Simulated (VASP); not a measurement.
# BeCd3O4 (P-43m) in VASP: a series of runs

Runs on BeCd3O4. Level: PBE. Tasks: single point.

Program: VASP 6.6.1. These are calculated values, not measurements. Logs are shortened: lines on timing, memory, paths and dates and some standing lists are left out, and cuts for length are marked.

## (1) The cell of the first run

Symmetry: P-43m, No. 215, cubic system. Conventional cell: a = 4.777 Å, b = 4.777 Å, c = 4.777 Å, α = 90.00°, β = 90.00°, γ = 90.00°. Be (site symmetry -43m) has 4 O at 1.70 Å within 2.3 Å. Cd (site symmetry -42m) has 4 O at 2.22 Å within 2.9 Å. Within 2.3 Å of O (site symmetry 3m) lie 1 Be at 1.70 Å and 3 Cd at 2.22 Å.

The cell was built from a structure type or drawn by symmetry, and may not be a known phase.

## (2) Single point, PBE

File INCAR:

```
SYSTEM = BeCd3O4
PREC = Accurate
ENCUT = 600
EDIFF = 1E-6
ISMEAR = 0
SIGMA = 0.1
LREAL = .FALSE.
LASPH = .TRUE.
NELM = 120
ALGO = Normal
ISIF = 2
LWAVE = .FALSE.
LCHARG = .FALSE.
GGA = PE
NBANDS = 53
GGA_COMPAT = .FALSE.
```

File KPOINTS:

```
Automatic mesh
0
G
  8 8 8
  0 0 0
```

File POSCAR:

```
BeCd3O4
1.0
    4.7772043904      0.0000000000      0.0000000000
    0.0000000000      4.7772043904      0.0000000000
    0.0000000000      0.0000000000      4.7772043904
Be Cd O
1 3 4
Direct
    0.0000000000      0.0000000000      0.0000000000
    0.0000000000      0.5000000000      0.5000000000
    0.5000000000      0.5000000000      0.0000000000
    0.5000000000      0.0000000000      0.5000000000
    0.7949732104      0.7949732104      0.2050267896
    0.7949732104      0.2050267896      0.7949732104
    0.2050267896      0.7949732104      0.7949732104
    0.2050267896      0.2050267896      0.2050267896
```

Potentials or basis: VASP PAW PBE potentials, release 64 (Be, Cd_sv_GW, O).

Launch:

```console
> cat potpaw_PBE.64/Be/POTCAR potpaw_PBE.64/Cd_sv_GW/POTCAR potpaw_PBE.64/O/POTCAR > POTCAR
> mpirun -np 1 vasp_std > vasp.out
```

OUTCAR:

```text
SYSTEM = BeCd3O4
   PREC = Accurate
   ENCUT = 600
   EDIFF = 1E-6
   ISMEAR = 0
   LREAL = .FALSE.
   LASPH = .TRUE.
   NELM = 120
   ISIF = 2
   GGA = PE

 ion  position               nearest neighbor table
   1  0.000  0.000  0.000-   5 1.70   6 1.70   7 1.70   8 1.70
   2  0.000  0.500  0.500-   5 2.22   6 2.22   7 2.22   8 2.22
   3  0.500  0.500  0.000-   5 2.22   6 2.22   7 2.22   8 2.22
   4  0.500  0.000  0.500-   5 2.22   6 2.22   7 2.22   8 2.22
   5  0.795  0.795  0.205-   1 1.70   2 2.22   3 2.22   4 2.22
   6  0.795  0.205  0.795-   1 1.70   2 2.22   3 2.22   4 2.22
   7  0.205  0.795  0.795-   1 1.70   2 2.22   3 2.22   4 2.22
   8  0.205  0.205  0.205-   1 1.70   2 2.22   3 2.22   4 2.22

  LATTYP: Found a simple cubic cell.
 ALAT       =     4.7772043904

  Lattice vectors:

 A1 = (   4.7772043904,   0.0000000000,   0.0000000000)
 A2 = (   0.0000000000,   4.7772043904,   0.0000000000)
 A3 = (   0.0000000000,   0.0000000000,   4.7772043904)

Analysis of symmetry for initial positions (statically):
=====================================================================
 Subroutine PRICEL returns:
 Original cell was already a primitive cell.

 Routine SETGRP: Setting up the symmetry group for a
 simple cubic supercell.

 Subroutine GETGRP returns: Found 24 space group operations
 (whereof 24 operations were pure point group operations)
 out of a pool of 48 trial point group operations.

The static configuration has the point symmetry T_d .

Analysis of symmetry for dynamics (positions and initial velocities):
=====================================================================
 Subroutine PRICEL returns:
 Original cell was already a primitive cell.

 Routine SETGRP: Setting up the symmetry group for a
 simple cubic supercell.

 Subroutine GETGRP returns: Found 24 space group operations
 (whereof 24 operations were pure point group operations)
 out of a pool of 48 trial point group operations.

The dynamic configuration has the point symmetry T_d .

 Subroutine INISYM returns: Found 24 space group operations
 (whereof 24 operations are pure point group operations),
 and found     1 'primitive' translations

----------------------------------------------------------------------------------------

                                     Primitive cell

  volume of cell :     109.0238

  direct lattice vectors                    reciprocal lattice vectors
     4.777204390  0.000000000  0.000000000     0.209327447  0.000000000  0.000000000
     0.000000000  4.777204390  0.000000000     0.000000000  0.209327447  0.000000000
     0.000000000  0.000000000  4.777204390     0.000000000  0.000000000  0.209327447

  length of vectors
     4.777204390  4.777204390  4.777204390     0.209327447  0.209327447  0.209327447

  position of ions in fractional coordinates (direct lattice)
     0.000000000  0.000000000  0.000000000
     0.000000000  0.500000000  0.500000000
     0.500000000  0.500000000  0.000000000
     0.500000000  0.000000000  0.500000000
     0.794973210  0.794973210  0.205026790
     0.794973210  0.205026790  0.794973210
     0.205026790  0.794973210  0.794973210
     0.205026790  0.205026790  0.205026790

  ion indices of the primitive-cell ions
   primitive index   ion index
                 1           1
                 2           2
                 3           3
                 4           4
                 5           5
                 6           6
                 7           7
                 8           8

----------------------------------------------------------------------------------------

 KPOINTS: Automatic mesh

Automatic generation of k-mesh.
 Grid dimensions read from file:
 generate k-points for:    8    8    8

 Generating k-lattice:

  Cartesian coordinates                     Fractional coordinates (reciprocal lattice)
     0.026165931  0.000000000  0.000000000     0.125000000  0.000000000  0.000000000
     0.000000000  0.026165931  0.000000000     0.000000000  0.125000000  0.000000000
     0.000000000  0.000000000  0.026165931     0.000000000  0.000000000  0.125000000

  Length of vectors
     0.026165931  0.026165931  0.026165931

  Shift w.r.t. Gamma in fractional coordinates (k-lattice)
     0.000000000  0.000000000  0.000000000

 Subroutine IBZKPT returns following result:
 ===========================================

 Found     35 irreducible k-points:

 Following reciprocal coordinates:
            Coordinates               Weight
  0.000000  0.000000  0.000000      1.000000
  0.125000  0.000000  0.000000      6.000000
  0.250000  0.000000  0.000000      6.000000
  0.375000  0.000000  0.000000      6.000000
  0.500000  0.000000  0.000000      3.000000
  0.125000  0.125000  0.000000     12.000000
[... 16 lines left out ...]
  0.375000  0.375000  0.125000     24.000000
  0.500000  0.375000  0.125000     24.000000
 [... further k-points ...]
   k-points           NKPTS =     35   k-points in BZ     NKDIM =     35   number of bands    NBANDS=     53
   number of dos      NEDOS =    301   number of ions     NIONS =      8
   total plane-waves  NPLWV =  64000
   dimension x,y,z NGX =    40 NGY =   40 NGZ =   40
   dimension x,y,z NGXF=    80 NGYF=   80 NGZF=   80
   ions per type =               1   3   4
   NGX,Y,Z   is equivalent  to a cutoff of  13.92, 13.92, 13.92 a.u.
   NGXF,Y,Z  is equivalent  to a cutoff of  27.84, 27.84, 27.84 a.u.
 SYSTEM =  BeCd3O4
   PREC   = accura    normal or accurate (medium, high low for compatibility)
   ISTART =      0    job   : 0-new  1-cont  2-samecut
   ICHARG =      2    charge: 1-file 2-atom 10-const
   ISPIN  =      1    spin polarized calculation?
   LNONCOLLINEAR =      F non collinear calculations
   LSORBIT =      F    spin-orbit coupling
   LASPH  =      T    aspherical Exc in radial PAW
   ENCUT  =  600.0 eV  44.10 Ry    6.64 a.u.   9.54  9.54  9.54*2*pi/ulx,y,z
   NELM   =    120;   NELMIN=  2; NELMDL= -5     # of ELM steps
   EDIFF  = 0.1E-05   stopping-criterion for ELM
   LREAL  =      F    real-space projection
[... 7 lines left out ...]
   TEBEG  =    0.0;   TEEND  =   0.0 temperature during run
   PSTRESS=    0.0 pullay stress
   NELECT =      86.0000    total number of electrons
   NUPDOWN=      -1.0000    fix difference up-down
   EMIN   =  10.00;   EMAX   =-10.00  energy-range for DOS
   EFERMI =   0.00;   METHOD = LEGACY
   ISMEAR =     0;   SIGMA  =   0.10  broadening in eV -4-tet -1-fermi 0-gaus
   EFERMI_NEDOS =   21; number of points for ismear=-14 and -15
   IALGO  =     38    algorithm
   IMIX   =      4    mixing-type and parameters
     AMIX     =   0.40;   BMIX     =  1.00
     AMIX_MAG =   1.60;   BMIX_MAG =  1.00
  volume/ion in A,a.u.               =      13.63        91.97
  Fermi-wavevector in a.u.,A,eV,Ry     =   1.512634  2.858464 31.130964  2.288061
  Thomas-Fermi vector in A             =   2.622532
   LORBIT       =      0    0 simple, 1 ext, 2 COOP (PROOUT), +10 PAW based schemes
   GGA     = PE    functional components
   LHFCALC =     F    Hartree Fock is set to
   AEXX    =    0.0000 exact exchange contribution
   IVDW    =     0    specifies the selected vdW correction
   LEPSILON=     F    determine dielectric tensor
   LRPA    =     F    only Hartree local field effects (RPA)
 non-spin polarized calculation
 Gauss-broadening in eV      SIGMA  =   0.10
  energy-cutoff  :      600.00
  volume of cell :      109.02
 maximum number of plane-waves:      3743
 NGX is ok and might be reduce to    40
   NGX = 19   NGY = 19   NGZ = 19

 number of electron      85.9999969 magnetization

 Free energy of the ion-electron system (eV)
  ---------------------------------------------------
  ext. energy  EPLUGINS =         0.00000000
  ---------------------------------------------------
  free energy    TOTEN  =       -36.84634638 eV

  energy without entropy =      -36.84580458  energy(sigma->0) =      -36.84607548

 E-fermi :   3.3951     XC(G=0): -10.6814

 val. band max:        3.3302201869   @ k =   0.0000   0.0000   0.0000
 cond. band min:       3.8127266781   @ k =   0.1250   0.0000   0.0000
 fundamental gap:      0.4825064912
 Fermi energy:         3.3950659617

 k-point     1 :       0.0000    0.0000    0.0000
  band No.  band energies     occupation
      1     -97.3172      2.00000
      2     -97.3164      2.00000
      3     -97.3164      2.00000
      4     -58.5127      2.00000
      5     -58.5127      2.00000
      6     -58.5127      2.00000
[... 45 lines left out ...]
     52      15.3421      0.00000
     53      15.6972      0.00000

 k-point     2 :       0.1250    0.0000    0.0000
  band No.  band energies     occupation
      1     -97.3171      2.00000
      2     -97.3165      2.00000
      3     -97.3164      2.00000
      4     -58.5126      2.00000
      5     -58.5126      2.00000
      6     -58.5126      2.00000
[... 45 lines left out ...]
     52      15.0901      0.00000
     53      15.1194      0.00000

 k-point     3 :       0.2500    0.0000    0.0000
  band No.  band energies     occupation
      1     -97.3171      2.00000
      2     -97.3165      2.00000
      3     -97.3164      2.00000
      4     -58.5125      2.00000
      5     -58.5125      2.00000
      6     -58.5125      2.00000
[... 45 lines left out ...]
     52      14.4540      0.00000
     53      14.7008      0.00000
[... 1065 lines left out ...]
 k-point    23 :       0.3750    0.3750    0.1250
  band No.  band energies     occupation
      1     -97.3168      2.00000
      2     -97.3166      2.00000
      3     -97.3166      2.00000
      4     -58.5163      2.00000
      5     -58.5116      2.00000
      6     -58.5093      2.00000
[... 45 lines left out ...]
     52      13.9922      0.00000
     53      14.0992      0.00000

 k-point    24 :       0.5000    0.3750    0.1250
  band No.  band energies     occupation
      1     -97.3168      2.00000
      2     -97.3167      2.00000
      3     -97.3166      2.00000
      4     -58.5165      2.00000
      5     -58.5116      2.00000
      6     -58.5091      2.00000
[... 45 lines left out ...]
     52      13.9566      0.00000
     53      14.3426      0.00000

 [... further k-points ...]

------------------------ aborting loop because EDIFF is reached ----------------------------------------

  FORCE on cell =-STRESS in cart. coord.  units (eV):
  Direction    XX          YY          ZZ          XY          YZ          ZX
  --------------------------------------------------------------------------------------
  -------------------------------------------------------------------------------------
  Total       -0.3614325     -0.3614325     -0.3614325      0.0000000      0.0000000      0.0000000
  in kB       -5.3114888     -5.3114888     -5.3114888      0.0000000      0.0000000      0.0000000
  external PRESSURE =      -5.3114888 kB  Pullay stress =       0.0000000 kB

 VOLUME and BASIS-vectors are now :
 -----------------------------------------------------------------------------
  energy-cutoff  :      600.00
  volume of cell :      109.02
      direct lattice vectors                 reciprocal lattice vectors
     4.777204390  0.000000000  0.000000000     0.209327447  0.000000000  0.000000000
     0.000000000  4.777204390  0.000000000     0.000000000  0.209327447  0.000000000
     0.000000000  0.000000000  4.777204390     0.000000000  0.000000000  0.209327447

 POSITION                                       TOTAL-FORCE (eV/Angst)
 -----------------------------------------------------------------------------------
      0.00000      0.00000      0.00000         0.000000      0.000000      0.000000
      0.00000      2.38860      2.38860         0.000000     -0.000000      0.000000
      2.38860      2.38860      0.00000         0.000000     -0.000000     -0.000000
      2.38860      0.00000      2.38860         0.000000      0.000000      0.000000
      3.79775      3.79775      0.97945        -0.007512     -0.007512      0.007512
      3.79775      0.97945      3.79775        -0.007512      0.007512     -0.007512
      0.97945      3.79775      3.79775         0.007512     -0.007512     -0.007512
      0.97945      0.97945      0.97945         0.007512      0.007512      0.007512
 -----------------------------------------------------------------------------------
    total drift:                               -0.000000     -0.000000      0.000000

  FREE ENERGIE OF THE ION-ELECTRON SYSTEM (eV)
  ---------------------------------------------------
  free  energy   TOTEN  =       -36.8463463766 eV

  energy  without entropy=      -36.8458045835  energy(sigma->0) =      -36.84607548
```

It took 5 min on 1 thread of Intel Xeon Platinum 8124M at 3.00GHz (Skylake/Cascade Lake), shared host; peak memory 0.4 GiB.

Results:

```
Free energy   : -36.8463 eV
Pressure      : -0.5 GPa
Largest force : 0.013 eV/Å
```

Forces in eV/Å, atoms in the order of the input:
```
Be   0.000  0.000  0.000
Cd   0.000  0.000  0.000
Cd   0.000  0.000  0.000
Cd   0.000  0.000  0.000
O   -0.008 -0.008  0.008
O   -0.008  0.008 -0.008
O    0.008 -0.008 -0.008
O    0.008  0.008  0.008
```

(Continued in part 2 of 3.)
